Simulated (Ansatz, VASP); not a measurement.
# One calculation of SiC, two programs

```
CELL_PARAMETERS angstrom
3.07909 0.00000 0.00000
-1.53954 2.66657 0.00000
0.00000 0.00000 15.10769
ATOMIC_POSITIONS crystal
Si 0.00000 0.00000 0.12503
Si 0.00000 0.00000 0.62503
Si 0.33333 0.66667 0.29182
Si 0.66667 0.33333 0.79182
Si 0.33333 0.66667 0.95831
Si 0.66667 0.33333 0.45831
C 0.00000 0.00000 0.99969
C 0.00000 0.00000 0.49969
C 0.33333 0.66667 0.16683
C 0.66667 0.33333 0.66683
C 0.33333 0.66667 0.83332
C 0.66667 0.33333 0.33332
```

Alike in both runs: task single point; functional PBEsol; k mesh 12 × 12 × 2; occupations gaussian, width 0.02 eV; no spin polarisation.

```csv
,VASP,Ansatz
version,VASP 6.6.1,Ansatz 0.2.0
potentials or method,"VASP PAW PBE potentials, release 64 (Si, C), cutoff 520 eV","scalar-relativistic, plane waves, PAW"
valence electrons in the cell,48,48
```

|  | VASP | Ansatz | Ansatz less VASP |
| --- | --- | --- | --- |
| gap on the k mesh at the Fermi level (eV) | 1.91 | 1.92 | +0.008 |
| least direct gap on the mesh (eV) | 3.02 | 3.03 | +0.009 |
| pressure (GPa) | 0.3 | 0.0 | -0.35 |

VASP's potentials were made for PBE, not for PBEsol.
